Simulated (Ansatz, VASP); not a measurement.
## One calculation of Al3GaN4, two programs

```
Al Ga N
1.0
     4.40699    0.00000    0.00000
     0.00000    4.40699    0.00000
     0.00000    0.00000    4.05444
Al Ga N
3 1 4
Direct
  0.50000 0.50000 0.00000
  0.50000 0.00000 0.50000
  0.00000 0.50000 0.50000
  0.00000 0.00000 0.00000
  0.74471 0.74471 0.25529
  0.74471 0.25529 0.74471
  0.25529 0.74471 0.74471
  0.25529 0.25529 0.25529
```

Change from the starting cell: strain +0.000 along x and y, -0.080 along z, atoms carried along.

Alike in both runs: task single point; functional PBEsol; k mesh 6 × 6 × 6; occupations gaussian, width 0.05 eV; no spin polarisation.

|  | VASP | Ansatz |
| --- | --- | --- |
| version | VASP 6.6.1 | Ansatz 0.2.0 |
| potentials or method | VASP PAW PBE potentials, release 64 (Al, Ga_d, N), cutoff 520 eV | scalar-relativistic, plane waves, PAW |
| valence electrons in the cell | 42 | 42 |

```tsv
	VASP	Ansatz	Ansatz less VASP
gap on the k mesh at the Fermi level (eV)	2.92	2.93	+0.007
least direct gap on the mesh (eV)	2.92	2.93	+0.007
pressure (GPa)	18.8	18.7	-0.03
traceless stress, the component that is largest in VASP (GPa)	4.67	4.65	-0.021
rms of the force components (eV/Å)	0.046	0.047	+0.0002
```

VASP's potentials were made for PBE, not for PBEsol. Atom by atom the forces differ by 0.008 eV/Å (rms over components).
